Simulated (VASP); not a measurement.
# Hf (Im-3m) in VASP: settings compared

Hf is run at these levels: PBE, LDA; tasks: single point.

All numbers are computed with VASP 6.6.1; they aren't measurements. Logs are shortened: lines on timing, memory, paths and dates and some standing lists are left out, and cuts for length are marked.

## Step 1: The cell of the first run

The structure is cubic, space group Im-3m (No. 229). The conventional cell has a = 3.610 Å, b = 3.610 Å, c = 3.610 Å, α = 90.00°, β = 90.00°, γ = 90.00°. Hf (site symmetry m-3m) has 14 Hf at 3.13 to 3.61 Å within 4.1 Å.

## Step 2: Single point, PBE

INCAR reads:

```
SYSTEM = Hf
PREC = Accurate
ENCUT = 520
EDIFF = 1E-7
ISMEAR = 0
SIGMA = 0.014
LREAL = .False.
LASPH = .True.
NELM = 60
ALGO = Normal
ISIF = 2
LWAVE = .False.
LCHARG = .True.
GGA = PE
LELF = .True.
LVHAR = .True.
NBANDS = 11
```

KPOINTS reads:

```
regular mesh
0
Gamma
  10 10 10
  0 0 0
```

POSCAR reads:

```
Hf
1.0
   -1.8050000000      1.8050000000      1.8050000000
    1.8050000000     -1.8050000000      1.8050000000
    1.8050000000      1.8050000000     -1.8050000000
Hf
1
Direct
    0.0000000000      0.0000000000      0.0000000000
```

Potentials or basis: VASP PAW PBE potentials, release 64 (Hf_pv).

Command:

```bash
$ cat potpaw_PBE.64/Hf_pv/POTCAR > POTCAR
$ mpirun -np 1 vasp_std > vasp.out
```

OUTCAR:

```text
SYSTEM = Hf
   PREC = Accurate
   ENCUT = 520
   EDIFF = 1E-7
   ISMEAR = 0
   LREAL = .False.
   LASPH = .True.
   NELM = 60
   ISIF = 2
   GGA = PE

 ion  position               nearest neighbor table
   1  0.000  0.000  0.000-

  LATTYP: Found a body centered cubic cell.
 ALAT       =     3.6100000000

  Lattice vectors:

 A1 = (  -1.8050000000,   1.8050000000,   1.8050000000)
 A2 = (   1.8050000000,  -1.8050000000,   1.8050000000)
 A3 = (   1.8050000000,   1.8050000000,  -1.8050000000)

Analysis of symmetry for initial positions (statically):
=====================================================================
 Subroutine PRICEL returns:
 Original cell was already a primitive cell.

 Routine SETGRP: Setting up the symmetry group for a
 body centered cubic supercell.

 Subroutine GETGRP returns: Found 48 space group operations
[... 9 lines left out ...]

 Routine SETGRP: Setting up the symmetry group for a
 body centered cubic supercell.

 Subroutine GETGRP returns: Found 48 space group operations
[... 11 lines left out ...]
                                     Primitive cell

  volume of cell :      23.5229

  direct lattice vectors                    reciprocal lattice vectors
    -1.805000000  1.805000000  1.805000000     0.000000000  0.277008310  0.277008310
     1.805000000 -1.805000000  1.805000000     0.277008310  0.000000000  0.277008310
     1.805000000  1.805000000 -1.805000000     0.277008310  0.277008310  0.000000000

  length of vectors
     3.126351708  3.126351708  3.126351708     0.391748909  0.391748909  0.391748909

  position of ions in fractional coordinates (direct lattice)
     0.000000000  0.000000000  0.000000000

  ion indices of the primitive-cell ions
   primitive index   ion index
                 1           1

----------------------------------------------------------------------------------------

 KPOINTS: regular mesh

Automatic generation of k-mesh.
 Grid dimensions read from file:
 generate k-points for:   10   10   10

 Generating k-lattice:

  Cartesian coordinates                     Fractional coordinates (reciprocal lattice)
     0.000000000  0.027700831  0.027700831     0.100000000  0.000000000  0.000000000
     0.027700831  0.000000000  0.027700831     0.000000000  0.100000000  0.000000000
     0.027700831  0.027700831  0.000000000     0.000000000  0.000000000  0.100000000
[... 52 lines left out ...]
   LNONCOLLINEAR =      F non collinear calculations
   LSORBIT =      F    spin-orbit coupling
   LASPH  =      T    aspherical Exc in radial PAW
   ENCUT  =  520.0 eV  38.22 Ry    6.18 a.u.   5.81  5.81  5.81*2*pi/ulx,y,z
   NELM   =     60;   NELMIN=  2; NELMDL= -5     # of ELM steps
   EDIFF  = 0.1E-06   stopping-criterion for ELM
   LREAL  =      F    real-space projection
   EDIFFG = 0.1E-05   stopping-criterion for IOM
   NSW    =      0    number of steps for IOM
   IBRION =     -1    ionic relax: 0-MD 1-quasi-New 2-CG
   NFREE  =      0    steps in history (QN), initial steepest desc. (CG)
   ISIF   =      2    stress and relaxation
   ISYM   =      2    0-nonsym 1-usesym 2-fastsym
   POTIM  = 0.5000    time-step for ionic-motion
   TEBEG  =    0.0;   TEEND  =   0.0 temperature during run
   PSTRESS=    0.0 pullay stress
   NELECT =      10.0000    total number of electrons
   NUPDOWN=      -1.0000    fix difference up-down
   EMIN   =  10.00;   EMAX   =-10.00  energy-range for DOS
   EFERMI =   0.00;   METHOD = LEGACY
   ISMEAR =     0;   SIGMA  =   0.01  broadening in eV -4-tet -1-fermi 0-gaus
   EFERMI_NEDOS =   21; number of points for ismear=-14 and -15
   IALGO  =     38    algorithm
   IMIX   =      4    mixing-type and parameters
     AMIX     =   0.40;   BMIX     =  1.00
     AMIX_MAG =   1.60;   BMIX_MAG =  1.00
  volume/ion in A,a.u.               =      23.52       158.74
  Fermi-wavevector in a.u.,A,eV,Ry     =   1.230961  2.326179 20.616432  1.515265
  Thomas-Fermi vector in A             =   2.365789
   LORBIT       =      0    0 simple, 1 ext, 2 COOP (PROOUT), +10 PAW based schemes
   GGA     = PE    functional components
   LHFCALC =     F    Hartree Fock is set to
   AEXX    =    0.0000 exact exchange contribution
   IVDW    =     0    specifies the selected vdW correction
   LEPSILON=     F    determine dielectric tensor
   LRPA    =     F    only Hartree local field effects (RPA)
 non-spin polarized calculation
 Gauss-broadening in eV      SIGMA  =   0.01
  energy-cutoff  :      520.00
  volume of cell :       23.52
 maximum number of plane-waves:       682
   NGX = 11   NGY = 11   NGZ = 11

 number of electron      10.0000001 magnetization

 Free energy of the ion-electron system (eV)
  ---------------------------------------------------
  ext. energy  EPLUGINS =         0.00000000
  ---------------------------------------------------
  free energy    TOTEN  =        -9.72445144 eV

  energy without entropy =       -9.72408530  energy(sigma->0) =       -9.72426837

 E-fermi :   4.2503     XC(G=0): -11.0587

 val. band max:        4.2477122673   @ k =   0.3000   0.2000  -0.0000
 cond. band min:       4.3037210746   @ k =  -0.4000   0.4000   0.1000
 fundamental gap:      0.0560088073
 Fermi energy:         4.2503271885

 k-point     1 :       0.0000    0.0000    0.0000
  band No.  band energies     occupation
      1     -25.7919      2.00000
      2     -25.7919      2.00000
      3     -25.7919      2.00000
      4      -2.6289      2.00000
      5       5.7278      0.00000
      6       5.7278      0.00000
      7       5.7278      0.00000
      8       8.3648      0.00000
      9       8.3648      0.00000
     10      17.2904      0.00000
     11      17.2904      0.00000
[... 309 lines left out ...]
 k-point    24 :      -0.3000    0.3000    0.1000
  band No.  band energies     occupation
      1     -26.2425      2.00000
      2     -25.9656      2.00000
      3     -25.8454      2.00000
      4       0.1979      2.00000
      5       4.4718      0.00000
      6       4.6878      0.00000
      7       7.1109      0.00000
      8       8.4763      0.00000
      9       9.0941      0.00000
     10      15.9415      0.00000
     11      17.3167      0.00000

 [... further k-points ...]
[... 5 lines left out ...]
  --------------------------------------------------------------------------------------
  -------------------------------------------------------------------------------------
  Total       -0.7842697     -0.7842697     -0.7842697      0.0000000     -0.0000000      0.0000000
  in kB      -53.4176033    -53.4176033    -53.4176033      0.0000000     -0.0000000      0.0000000
  external PRESSURE =     -53.4176033 kB  Pullay stress =       0.0000000 kB

 VOLUME and BASIS-vectors are now :
 -----------------------------------------------------------------------------
  energy-cutoff  :      520.00
  volume of cell :       23.52
      direct lattice vectors                 reciprocal lattice vectors
    -1.805000000  1.805000000  1.805000000     0.000000000  0.277008310  0.277008310
     1.805000000 -1.805000000  1.805000000     0.277008310  0.000000000  0.277008310
     1.805000000  1.805000000 -1.805000000     0.277008310  0.277008310  0.000000000

 POSITION                                       TOTAL-FORCE (eV/Angst)
 -----------------------------------------------------------------------------------
      0.00000      0.00000      0.00000        -0.000000     -0.000000     -0.000000
 -----------------------------------------------------------------------------------
    total drift:                               -0.000000      0.000000      0.000000

  FREE ENERGIE OF THE ION-ELECTRON SYSTEM (eV)
  ---------------------------------------------------
  free  energy   TOTEN  =        -9.7244514380 eV

  energy  without entropy=       -9.7240853013  energy(sigma->0) =       -9.72426837
```

OSZICAR:

```text
N       E                     dE             d eps       ncg     rms          rms(c)
DAV:   1     0.138881791403E+02    0.13888E+02   -0.55592E+03  1042   0.829E+02
DAV:   2    -0.953437709233E+01   -0.23423E+02   -0.22543E+02  1294   0.158E+02
DAV:   3    -0.101026855519E+02   -0.56831E+00   -0.56558E+00  1274   0.162E+01
DAV:   4    -0.101051308408E+02   -0.24453E-02   -0.24450E-02  1159   0.128E+00
DAV:   5    -0.101051456118E+02   -0.14771E-04   -0.14771E-04  1289   0.896E-02    0.440E+01
DAV:   6    -0.981686847856E+01    0.28828E+00   -0.25536E-01  1136   0.365E+00    0.256E+01
DAV:   7    -0.972884417347E+01    0.88024E-01   -0.34264E-01  1154   0.411E+00    0.109E+00
DAV:   8    -0.972440905862E+01    0.44351E-02   -0.23940E-02  1136   0.110E+00    0.839E-02
DAV:   9    -0.972444217342E+01   -0.33115E-04   -0.29728E-04  1359   0.158E-01    0.534E-02
DAV:  10    -0.972445133938E+01   -0.91660E-05   -0.17604E-05  1168   0.345E-02    0.229E-02
DAV:  11    -0.972445152834E+01   -0.18896E-06   -0.24556E-06  1229   0.115E-02    0.305E-03
DAV:  12    -0.972445143801E+01    0.90327E-07   -0.39479E-08   770   0.203E-03
   1 F= -.97244514E+01 E0= -.97242684E+01  d E =-.366137E-03
```

It took 14 s on 1 thread of Intel Xeon 8259CL, shared host; peak memory 0.14 GiB.

Results:

```
Free energy            : -9.7245 eV
Pressure               : -5.3 GPa
Band gap on the k mesh : zero (band 5 reaches 5.73 eV, above the bottom of band 6 at 3.54 eV)
```

Caveat: spin-orbit coupling is left out, which moves the levels of the heavy elements.

## Step 3: Single point, PBE

INCAR reads:

```
ALGO = Normal
EDIFF = 1E-6
ENCUT = 520
GGA = PE
ISIF = 2
ISMEAR = 0
LASPH = True
LCHARG = False
LREAL = False
LWAVE = False
NBANDS = 11
NELM = 80
PREC = Accurate
SIGMA = 0.015
```

KPOINTS reads:

```
k-points
0
Gamma
  10 10 10
```

POSCAR is that of step 2.

Potentials or basis: VASP PAW PBE potentials, release 64 (Hf_pv).

Command:

```bash
$ cat potpaw_PBE.64/Hf_pv/POTCAR > POTCAR
$ mpirun -np 1 vasp_std > vasp.out
```

It took 14 s on 1 thread of Intel Xeon 8259CL, shared host; peak memory 0.14 GiB.

The run converged. Its results:

* Free energy: -9.7245 eV
* Pressure: -5.3 GPa
* Band gap on the k mesh: zero (band 5 reaches 5.73 eV, above the bottom of band 6 at 3.54 eV)

Levels at points of the mesh, in eV from the Fermi level:
```tsv
k point	band 2	band 3	band 4	band 5	band 6	band 7	band 8	band 9
(0.00, 0.00, 0.00)	-30.04	-30.04	-6.88	1.48	1.48	1.48	4.11	4.11
(0.50, 0.00, 0.00)	-30.27	-30.04	-3.23	-0.42	0.88	3.92	4.87	7.16
(0.50, 0.50, 0.50)	-30.53	-30.53	-2.37	-2.37	6.39	6.39	6.39	6.83
```

Caveat: spin-orbit coupling is left out, which moves the levels of the heavy elements.

## Step 4: Single point, PBE

INCAR reads:

```
ALGO = Normal ; EDIFF = 1E-6
ENCUT = 520 ; GGA = PE
ISIF = 2 ; ISMEAR = 0
LASPH = T ; LCHARG = F
LREAL = F ; LWAVE = F
NBANDS = 11 ; NELM = 60
PREC = Accurate ; SIGMA = 0.016
```

KPOINTS is that of step 3.

POSCAR is that of step 3.

Command:

```bash
$ cat potpaw_PBE.64/Hf_pv/POTCAR > POTCAR
$ mpirun -np 1 vasp_std > vasp.out
```

Wall time 14 s (1 thread of Intel Xeon 8259CL, shared host); peak memory 0.14 GiB.

The run converged. Its results:

```
Free energy            : -9.7245 eV
Pressure               : -5.3 GPa
Band gap on the k mesh : zero (band 5 reaches 5.73 eV, above the bottom of band 6 at 3.54 eV)
```

Levels at points of the mesh, in eV from the Fermi level:
```tsv
k point	band 3	band 4	band 5	band 6	band 7	band 8
(0.00, 0.00, 0.00)	-30.04	-6.88	1.48	1.48	1.48	4.11
(0.50, 0.00, 0.00)	-30.04	-3.23	-0.42	0.88	3.92	4.87
(0.50, 0.50, 0.50)	-30.53	-2.37	-2.37	6.39	6.39	6.39
```

Caveat: spin-orbit coupling is left out, which moves the levels of the heavy elements.

## Step 5: Single point, PBE

INCAR reads:

```
PREC = Accurate ; ENCUT = 520
EDIFF = 1E-6 ; ISMEAR = 0
SIGMA = 0.017 ; LREAL = False
LASPH = True ; NELM = 100
ALGO = Normal ; ISIF = 2
LWAVE = False ; LCHARG = False
GGA = PE ; NBANDS = 11
```

KPOINTS reads:

```
Automatic mesh
0
Gamma
  10 10 10
```

POSCAR is that of step 4.

Command:

```bash
$ cat potpaw_PBE.64/Hf_pv/POTCAR > POTCAR
$ mpirun -np 1 vasp_std > vasp.out
```

It took 15 s on 1 thread of Intel Xeon 8259CL, shared host; peak memory 0.14 GiB.

Results (log left out):

```
Free energy            : -9.7245 eV
Pressure               : -5.3 GPa
Band gap on the k mesh : zero (band 5 reaches 5.73 eV, above the bottom of band 6 at 3.54 eV)
```

Levels at points of the mesh, in eV from the Fermi level:
| k point | band 2 | band 3 | band 4 | band 5 | band 6 | band 7 | band 8 | band 9 |
| --- | --- | --- | --- | --- | --- | --- | --- | --- |
| (0.00, 0.00, 0.00) | -30.04 | -30.04 | -6.88 | 1.48 | 1.48 | 1.48 | 4.11 | 4.11 |
| (0.50, 0.00, 0.00) | -30.27 | -30.04 | -3.23 | -0.42 | 0.88 | 3.92 | 4.87 | 7.16 |
| (0.50, 0.50, 0.50) | -30.53 | -30.53 | -2.37 | -2.37 | 6.39 | 6.39 | 6.39 | 6.83 |

Caveat: spin-orbit coupling is left out, which moves the levels of the heavy elements.

(Continued in part 2 of 2.)
